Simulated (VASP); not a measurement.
# BaLiF3 (P4/mmm) in VASP: notebook

The runs below take BaLiF3 through single point, with LDA.

Everything below comes from runs of VASP 6.6.1. Logs are shortened: lines on timing, memory, paths and dates and some standing lists are left out, and cuts for length are marked.

## 1. The cell of the first run

Symmetry: P4/mmm, No. 123, tetragonal system. Conventional cell: a = 4.048 Å, b = 4.048 Å, c = 4.108 Å, α = 90.00°, β = 90.00°, γ = 90.00°. Within 3.8 Å of Ba (site symmetry 4/mmm) lie 12 F at 2.86 to 2.88 Å and 8 Li at 3.52 Å. Li (site symmetry 4/mmm) has 6 F at 2.02 to 2.05 Å within 2.7 Å. Within 2.7 Å of F (site symmetry mmm) lie 2 Li at 2.02 Å. Within 2.7 Å of F (site symmetry 4/mmm) lie 2 Li at 2.05 Å.

## 2. Single point, LDA (strain +0.015 along x and y, +0.030 along z)

INCAR reads:

```
SYSTEM = BaLiF3
ALGO     = Normal         ! electronic algorithm
EDIFF    = 1E-6           ! SCF threshold, eV
ENCUT    = 520            ! plane-wave cutoff, eV
GGA      = CA             ! functional
ISIF     = 2              ! what is computed and relaxed
ISMEAR   = 0              ! smearing method
LASPH    = .True.         ! aspherical terms in the spheres
LCHARG   = .True.         ! write CHGCAR
LELF     = .True.         ! ELF
LREAL    = .False.        ! projectors in reciprocal space
LVHAR    = .True.       
LWAVE    = .False.        ! write WAVECAR
NBANDS   = 25             ! bands
NELM     = 100            ! most SCF steps
PREC     = Accurate       ! precision mode
SIGMA    = 0.05           ! smearing width, eV
```

KPOINTS reads:

```
k-points
0
Gamma
  6 6 6
  0 0 0
```

POSCAR reads:

```
BaLiF3
1.0
    4.0484103646      0.0000000000      0.0000000000
    0.0000000000      4.0484103646      0.0000000000
    0.0000000000      0.0000000000      4.1082390892
Ba Li F
1 1 3
Direct
    0.0000000000      0.0000000000      0.0000000000
    0.5000000000      0.5000000000      0.5000000000
    0.0000000000      0.5000000000      0.5000000000
    0.5000000000      0.5000000000      0.0000000000
    0.5000000000      0.0000000000      0.5000000000
```

Potentials or basis: VASP PAW LDA potentials, release 64 (Ba_sv, Li_sv, F).

On the command line:

```console
$ cat potpaw_LDA.64/Ba_sv/POTCAR potpaw_LDA.64/Li_sv/POTCAR potpaw_LDA.64/F/POTCAR > POTCAR
$ mpirun -np 1 vasp_std > vasp.out
```

OUTCAR:

```text
SYSTEM = BaLiF3
   EDIFF = 1E-6
   ENCUT = 520
   GGA = CA
   ISIF = 2
   ISMEAR = 0
   LASPH = .True.
   LREAL = .False.
   NELM = 100
   PREC = Accurate

 ion  position               nearest neighbor table
   1  0.000  0.000  0.000-   4 2.86   4 2.86   4 2.86   4 2.86   5 2.88   3 2.88   3 2.88   3 2.88
                             5 2.88   5 2.88   5 2.88   3 2.88   2 3.52   2 3.52   2 3.52   2 3.52
   2  0.500  0.500  0.500-   3 2.02   5 2.02   5 2.02   3 2.02   4 2.05   4 2.05   1 3.52   1 3.52
                             1 3.52   1 3.52   1 3.52   1 3.52   1 3.52   1 3.52
   3  0.000  0.500  0.500-   2 2.02   2 2.02   1 2.88   1 2.88   1 2.88   1 2.88
   4  0.500  0.500  0.000-   2 2.05   2 2.05   1 2.86   1 2.86   1 2.86   1 2.86
   5  0.500  0.000  0.500-   2 2.02   2 2.02   1 2.88   1 2.88   1 2.88   1 2.88

  LATTYP: Found a simple tetragonal cell.
 ALAT       =     4.0484103646
 C/A-ratio  =     1.0147783251

  Lattice vectors:

 A1 = (   4.0484103646,   0.0000000000,   0.0000000000)
 A2 = (   0.0000000000,   4.0484103646,   0.0000000000)
 A3 = (   0.0000000000,   0.0000000000,   4.1082390892)

Analysis of symmetry for initial positions (statically):
=====================================================================
 Subroutine PRICEL returns:
 Original cell was already a primitive cell.

 Routine SETGRP: Setting up the symmetry group for a
 simple tetragonal supercell.

 Subroutine GETGRP returns: Found 16 space group operations
 (whereof 16 operations were pure point group operations)
 out of a pool of 16 trial point group operations.

The static configuration has the point symmetry D_4h.

Analysis of symmetry for dynamics (positions and initial velocities):
=====================================================================
 Subroutine PRICEL returns:
 Original cell was already a primitive cell.

 Routine SETGRP: Setting up the symmetry group for a
 simple tetragonal supercell.

 Subroutine GETGRP returns: Found 16 space group operations
 (whereof 16 operations were pure point group operations)
 out of a pool of 16 trial point group operations.

The dynamic configuration has the point symmetry D_4h.

 Subroutine INISYM returns: Found 16 space group operations
 (whereof 16 operations are pure point group operations),
 and found     1 'primitive' translations

----------------------------------------------------------------------------------------

                                     Primitive cell

  volume of cell :      67.3325

  direct lattice vectors                    reciprocal lattice vectors
     4.048410365  0.000000000  0.000000000     0.247010533  0.000000000  0.000000000
     0.000000000  4.048410365  0.000000000     0.000000000  0.247010533  0.000000000
     0.000000000  0.000000000  4.108239089     0.000000000  0.000000000  0.243413292

  length of vectors
     4.048410365  4.048410365  4.108239089     0.247010533  0.247010533  0.243413292

  position of ions in fractional coordinates (direct lattice)
     0.000000000  0.000000000  0.000000000
     0.500000000  0.500000000  0.500000000
     0.000000000  0.500000000  0.500000000
     0.500000000  0.500000000  0.000000000
     0.500000000  0.000000000  0.500000000

  ion indices of the primitive-cell ions
   primitive index   ion index
                 1           1
                 2           2
                 3           3
                 4           4
                 5           5

----------------------------------------------------------------------------------------

 KPOINTS: k-points

Automatic generation of k-mesh.
 Grid dimensions read from file:
 generate k-points for:    6    6    6

 Generating k-lattice:

  Cartesian coordinates                     Fractional coordinates (reciprocal lattice)
     0.041168422  0.000000000  0.000000000     0.166666667  0.000000000  0.000000000
     0.000000000  0.041168422  0.000000000     0.000000000  0.166666667  0.000000000
     0.000000000  0.000000000  0.040568882     0.000000000  0.000000000  0.166666667

  Length of vectors
     0.041168422  0.041168422  0.040568882

  Shift w.r.t. Gamma in fractional coordinates (k-lattice)
     0.000000000  0.000000000  0.000000000

 Subroutine IBZKPT returns following result:
 ===========================================

 Found     40 irreducible k-points:

 Following reciprocal coordinates:
            Coordinates               Weight
  0.000000  0.000000  0.000000      1.000000
  0.166667  0.000000  0.000000      4.000000
  0.333333  0.000000  0.000000      4.000000
  0.500000  0.000000  0.000000      2.000000
  0.166667  0.166667  0.000000      4.000000
  0.333333  0.166667  0.000000      8.000000
[... 16 lines left out ...]
  0.333333  0.000000  0.333333      8.000000
  0.500000  0.000000  0.333333      4.000000
 [... further k-points ...]
   k-points           NKPTS =     40   k-points in BZ     NKDIM =     40   number of bands    NBANDS=     25
   number of dos      NEDOS =    301   number of ions     NIONS =      5
   total plane-waves  NPLWV =  28800
   dimension x,y,z NGX =    30 NGY =   30 NGZ =   32
   dimension x,y,z NGXF=    60 NGYF=   60 NGZF=   64
   ions per type =               1   1   3
   NGX,Y,Z   is equivalent  to a cutoff of  12.32, 12.32, 12.95 a.u.
   NGXF,Y,Z  is equivalent  to a cutoff of  24.64, 24.64, 25.90 a.u.
 SYSTEM =  BaLiF3
   PREC   = accura    normal or accurate (medium, high low for compatibility)
   ISTART =      0    job   : 0-new  1-cont  2-samecut
   ICHARG =      2    charge: 1-file 2-atom 10-const
   ISPIN  =      1    spin polarized calculation?
   LNONCOLLINEAR =      F non collinear calculations
   LSORBIT =      F    spin-orbit coupling
   LASPH  =      T    aspherical Exc in radial PAW
   ENCUT  =  520.0 eV  38.22 Ry    6.18 a.u.   7.53  7.53  7.64*2*pi/ulx,y,z
   NELM   =    100;   NELMIN=  2; NELMDL= -5     # of ELM steps
   EDIFF  = 0.1E-05   stopping-criterion for ELM
   LREAL  =      F    real-space projection
   EDIFFG = 0.1E-04   stopping-criterion for IOM
   NSW    =      0    number of steps for IOM
   IBRION =     -1    ionic relax: 0-MD 1-quasi-New 2-CG
   NFREE  =      0    steps in history (QN), initial steepest desc. (CG)
   ISIF   =      2    stress and relaxation
   ISYM   =      2    0-nonsym 1-usesym 2-fastsym
   POTIM  = 0.5000    time-step for ionic-motion
   TEBEG  =    0.0;   TEEND  =   0.0 temperature during run
   PSTRESS=    0.0 pullay stress
   NELECT =      34.0000    total number of electrons
   NUPDOWN=      -1.0000    fix difference up-down
   EMIN   =  10.00;   EMAX   =-10.00  energy-range for DOS
   EFERMI =   0.00;   METHOD = LEGACY
   ISMEAR =     0;   SIGMA  =   0.05  broadening in eV -4-tet -1-fermi 0-gaus
   EFERMI_NEDOS =   21; number of points for ismear=-14 and -15
   IALGO  =     38    algorithm
   IMIX   =      4    mixing-type and parameters
     AMIX     =   0.40;   BMIX     =  1.00
     AMIX_MAG =   1.60;   BMIX_MAG =  1.00
  volume/ion in A,a.u.               =      13.47        90.88
  Fermi-wavevector in a.u.,A,eV,Ry     =   1.303646  2.463533 23.122991  1.699492
  Thomas-Fermi vector in A             =   2.434634
   LORBIT       =      0    0 simple, 1 ext, 2 COOP (PROOUT), +10 PAW based schemes
   GGA     = CA    functional components
   LHFCALC =     F    Hartree Fock is set to
   AEXX    =    0.0000 exact exchange contribution
   IVDW    =     0    specifies the selected vdW correction
   LEPSILON=     F    determine dielectric tensor
   LRPA    =     F    only Hartree local field effects (RPA)
 non-spin polarized calculation
 Gauss-broadening in eV      SIGMA  =   0.05
  energy-cutoff  :      520.00
  volume of cell :       67.33
 maximum number of plane-waves:      1831
   NGX = 15   NGY = 15   NGZ = 15

 number of electron      33.9999990 magnetization

 Free energy of the ion-electron system (eV)
  ---------------------------------------------------
  ext. energy  EPLUGINS =         0.00000000
  ---------------------------------------------------
  free energy    TOTEN  =       -29.06104215 eV

  energy without entropy =      -29.06104215  energy(sigma->0) =      -29.06104215

 E-fermi :  -0.9313     XC(G=0): -10.4388

 val. band max:       -1.1845058531   @ k =   0.0000   0.0000   0.0000
 cond. band min:       5.1266523959   @ k =   0.0000   0.0000   0.0000
 fundamental gap:      6.3111582489
 Fermi energy:        -0.9313228111

 k-point     1 :       0.0000    0.0000    0.0000
  band No.  band energies     occupation
      1     -40.9304      2.00000
      2     -24.7426      2.00000
      3     -20.3041      2.00000
      4     -19.9296      2.00000
      5     -19.8751      2.00000
      6      -9.7955      2.00000
[... 17 lines left out ...]
     24      14.5201      0.00000
     25      14.7819      0.00000

 k-point     2 :       0.1667    0.0000    0.0000
  band No.  band energies     occupation
      1     -40.9301      2.00000
      2     -24.7150      2.00000
      3     -20.3182      2.00000
      4     -19.9477      2.00000
      5     -19.8990      2.00000
      6      -9.7762      2.00000
[... 17 lines left out ...]
     24      13.9596      0.00000
     25      14.7256      0.00000

 k-point     3 :       0.3333    0.0000    0.0000
  band No.  band energies     occupation
      1     -40.9294      2.00000
      2     -24.6579      2.00000
      3     -20.3547      2.00000
      4     -20.0197      2.00000
      5     -19.9032      2.00000
      6      -9.7877      2.00000
[... 552 lines left out ...]
 k-point    23 :       0.3333    0.0000    0.3333
  band No.  band energies     occupation
      1     -40.9286      2.00000
      2     -24.5976      2.00000
      3     -20.2889      2.00000
      4     -20.1130      2.00000
      5     -19.9702      2.00000
      6      -9.9512      2.00000
[... 17 lines left out ...]
     24      12.5594      0.00000
     25      13.3630      0.00000

 k-point    24 :       0.5000    0.0000    0.3333
  band No.  band energies     occupation
      1     -40.9283      2.00000
      2     -24.5737      2.00000
      3     -20.2724      2.00000
      4     -20.1230      2.00000
      5     -20.0121      2.00000
      6      -9.9741      2.00000
[... 17 lines left out ...]
     24      11.6279      0.00000
     25      13.4782      0.00000

 [... further k-points ...]

------------------------ aborting loop because EDIFF is reached ----------------------------------------

  FORCE on cell =-STRESS in cart. coord.  units (eV):
  Direction    XX          YY          ZZ          XY          YZ          ZX
  --------------------------------------------------------------------------------------
  -------------------------------------------------------------------------------------
  Total       -3.4423556     -3.4423556     -3.8606461      0.0000000     -0.0000000      0.0000000
  in kB      -81.9108716    -81.9108716    -91.8640964      0.0000000     -0.0000000      0.0000000
  external PRESSURE =     -85.2286132 kB  Pullay stress =       0.0000000 kB

 VOLUME and BASIS-vectors are now :
 -----------------------------------------------------------------------------
  energy-cutoff  :      520.00
  volume of cell :       67.33
      direct lattice vectors                 reciprocal lattice vectors
     4.048410365  0.000000000  0.000000000     0.247010533  0.000000000  0.000000000
     0.000000000  4.048410365  0.000000000     0.000000000  0.247010533  0.000000000
     0.000000000  0.000000000  4.108239089     0.000000000  0.000000000  0.243413292

 POSITION                                       TOTAL-FORCE (eV/Angst)
 -----------------------------------------------------------------------------------
      0.00000      0.00000      0.00000         0.000000      0.000000      0.000000
      2.02421      2.02421      2.05412         0.000000      0.000000      0.000000
      0.00000      2.02421      2.05412         0.000000      0.000000      0.000000
      2.02421      2.02421      0.00000         0.000000      0.000000      0.000000
      2.02421      0.00000      2.05412         0.000000      0.000000      0.000000
 -----------------------------------------------------------------------------------
    total drift:                                0.000000      0.000000     -0.000000

  FREE ENERGIE OF THE ION-ELECTRON SYSTEM (eV)
  ---------------------------------------------------
  free  energy   TOTEN  =       -29.0610421492 eV

  energy  without entropy=      -29.0610421492  energy(sigma->0) =      -29.06104215
```

Wall time 27 s (1 thread of Intel Xeon 6975P-C (Granite Rapids), shared host); peak memory 0.19 GiB.

What came out:

```yaml
Free_energy: -29.0610 eV
Band_gap_on_the_k_mesh: 6.31 eV
```

Caveat: the cell differs from its parent crystal (strain +0.015 along x and y, +0.030 along z); the cutoff is under 1.25 times the usual one of these potentials, so pressure, stress and relaxed cells hold a basis-set (Pulay) error; spin-orbit coupling is left out, which moves the levels of the heavy elements.

## 3. Single point, LDA (strain +0.030 along x and y, +0.015 along z)

INCAR reads:

```
SYSTEM = BaLiF3
PREC = Accurate ; ENCUT = 520
EDIFF = 1E-6 ; ISMEAR = 0
SIGMA = 0.05 ; LREAL = .False.
LASPH = .True. ; NELM = 60
ALGO = Normal ; ISIF = 2
LWAVE = .False. ; LCHARG = .False.
GGA = CA ; NBANDS = 25
```

KPOINTS reads:

```
Automatic mesh
0
Gamma
  6 6 6
  0 0 0
```

POSCAR: that of step 2 with these lines changed.

```diff
@@ -2,5 +2,5 @@
 1.0
-    4.0484103646      0.0000000000      0.0000000000
-    0.0000000000      4.0484103646      0.0000000000
-    0.0000000000      0.0000000000      4.1082390892
+    4.1082390892      0.0000000000      0.0000000000
+    0.0000000000      4.1082390892      0.0000000000
+    0.0000000000      0.0000000000      4.0484103646
 Ba Li F
```

Potentials or basis: VASP PAW LDA potentials, release 64 (Ba_sv, Li_sv, F).

On the command line:

```console
$ cat potpaw_LDA.64/Ba_sv/POTCAR potpaw_LDA.64/Li_sv/POTCAR potpaw_LDA.64/F/POTCAR > POTCAR
$ mpirun -np 1 vasp_std > vasp.out
```

Wall time 20 s (1 thread of Intel Xeon 6975P-C (Granite Rapids), shared host); peak memory 0.19 GiB.

Results (log left out):

```
Free energy            : -29.0079 eV
Band gap on the k mesh : 6.29 eV
```

Levels at points of the mesh, in eV from the valence-band top:
| k point | band 15 | band 16 | band 17 | band 18 | band 19 | band 20 |
| --- | --- | --- | --- | --- | --- | --- |
| (0.00, 0.00, 0.00) | -0.01 | 0.00 | 0.00 | 6.29 | 6.42 | 7.23 |
| (0.50, 0.00, 0.00) | -0.72 | -0.40 | -0.35 | 7.61 | 8.01 | 9.84 |
| (0.50, 0.50, 0.00) | -0.59 | -0.20 | -0.20 | 8.35 | 8.57 | 10.28 |
| (0.00, 0.00, 0.50) | -0.68 | -0.44 | -0.44 | 7.79 | 8.08 | 9.80 |
| (0.50, 0.00, 0.50) | -0.61 | -0.15 | -0.11 | 8.35 | 8.75 | 10.17 |
| (0.50, 0.50, 0.50) | -0.13 | -0.06 | -0.06 | 7.59 | 7.59 | 7.61 |

Caveat: the cell differs from its parent crystal (strain +0.030 along x and y, +0.015 along z); the cutoff is under 1.25 times the usual one of these potentials, so pressure, stress and relaxed cells hold a basis-set (Pulay) error; spin-orbit coupling is left out, which moves the levels of the heavy elements. A k mesh can miss the band edges.
